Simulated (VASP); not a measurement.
Here is a VASP 6.6.1 calculation.

The input INCAR:

```
  PREC = Accurate
  ENCUT = 520
  EDIFF = 1E-7
  ISMEAR = 0
  SIGMA = 0.1
  LREAL = False
  LASPH = True
  NELM = 60
  ALGO = Normal
  ISIF = 2
  LWAVE = False
  LCHARG = False
  NBANDS = 21
```

Contents of KPOINTS:

```
regular mesh
0
Gamma
  16 16 16
```

The input POSCAR:

```
Ge
1.0
   -2.5429154584      2.5429154584      1.3851322946
    2.5429154584     -2.5429154584      1.3851322946
    2.5429154584      2.5429154584     -1.3851322946
Ge
2
Direct
    0.2500000000      0.7500000000      0.5000000000
    0.5000000000      0.5000000000      0.0000000000
```

Potentials or basis: VASP PAW LDA potentials, release 64 (Ge_d).

Command:

```sh
$ cat potpaw_LDA.64/Ge_d/POTCAR > POTCAR
$ mpirun -np 1 vasp_std > vasp.out
```

Problem. Estimate the pressure.

Solution. 0.1 GPa.

Problem. Predict the band gap on the k mesh.

Solution. Zero (bands 14 and 15 overlap by 5.48 eV).
